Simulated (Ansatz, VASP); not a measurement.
# Be3Te2O in VASP and in Ansatz

```xyz
6
Lattice="5.1360 0.0000 0.0000 -2.5680 4.4479 0.0000 0.0000 0.0000 4.5427" Properties=species:S:1:pos:R:3 pbc="T T T"
Be    2.5680    0.0000    2.2713
Be   -1.2840    2.2240    2.2713
Be    1.2840    2.2240    2.2713
Te    0.0000    2.9653    0.0000
Te    2.5680    1.4826    0.0000
O     0.0000    0.0000    2.2713
```

Alike in both runs: functional PBE; k mesh 3 × 3 × 3; occupations gaussian, width 0.15 eV; no spin polarisation.

Ansatz relaxed the structure, and its values are those at the end. VASP's run is a single point on that final structure, the one shown.

|  | VASP | Ansatz |
| --- | --- | --- |
| version | VASP 6.6.1 | Ansatz 0.2.0 |
| potentials or method | VASP PAW PBE potentials, release 64 (Be, Te, O), cutoff 600 eV | scalar-relativistic, plane waves, PAW |
| valence electrons in the cell | 24 | 44 |

|  | VASP | Ansatz | Ansatz less VASP |
| --- | --- | --- | --- |
| gap on the k mesh at the Fermi level (eV) | none | none | - |
| pressure (GPa) | 0.2 | 0.2 | -0.03 |

A gap of «none» marks a metal or a gap that the smearing closes. With one functional, cell and mesh, what is left measures potentials, basis and numerics. VASP's potentials hold 24 valence electrons a cell and Ansatz's 44, so a difference there can come from the potentials and not from the codes.

The k mesh is coarse, so the values compare programs but aren't converged. Spin-orbit coupling is off throughout.
